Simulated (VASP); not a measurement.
## ZrB2: electric field gradients with PBE

The system is ZrB2.

```
Zr B
1.0
     3.16752    0.00000    0.00000
    -1.58376    2.74316    0.00000
     0.00000    0.00000    3.55239
Zr B
1 2
Direct
  0.00000 0.00000 0.00000
  0.33333 0.66667 0.50000
  0.66667 0.33333 0.50000
```

* Program: VASP 6.6.1
* Task: electric field gradients
* Functional: PBE
* Potentials or basis: VASP PAW PBE potentials, release 64 (Zr_sv, B)
* Cutoff: 520 eV
* k mesh: 11 × 11 × 9
* Occupations: fermi-dirac, width 0.05 eV
* Spin: no spin polarisation
* Dipole correction: no
* Further INCAR settings: ALGO = Normal; EDIFF = 1e-08; NBANDS = 16

| Property | Result |
| --- | --- |
| Pressure | 0.0 GPa |
| Band gap on the k mesh | zero (band 9 reaches 11.29 eV, above the bottom of band 10 at 10.01 eV) |

Stress tensor (GPa, compression positive):
```
 0.45  0.00  0.00
 0.00  0.45  0.00
 0.00  0.00 -0.79
```

Levels at points of the mesh, in eV from the Fermi level:
| k point | band 5 | band 6 | band 7 | band 8 | band 9 | band 10 | band 11 | band 12 | band 13 | band 14 |
| --- | --- | --- | --- | --- | --- | --- | --- | --- | --- | --- |
| (0.00, 0.00, 0.00) | -12.65 | -2.52 | -2.51 | -2.51 | -2.33 | 3.46 | 3.46 | 4.18 | 4.18 | 5.00 |

Electric field gradients, principal values (V/Å²):
```csv
atom,least,middle,greatest (by size)
1 Zr,-21.019,-21.019,42.038
2 B,-1.092,-1.092,2.184
3 B,-1.092,-1.092,2.184
```

It took 18 s on 1 thread of AMD EPYC 9R45 96-Core Processor (Zen 5) (shared host), peak memory 0.14 GiB.

Caveat: without QUAD_EFG the Cq values of the log hold for a quadrupole moment of 1 mb, not for the nuclei.
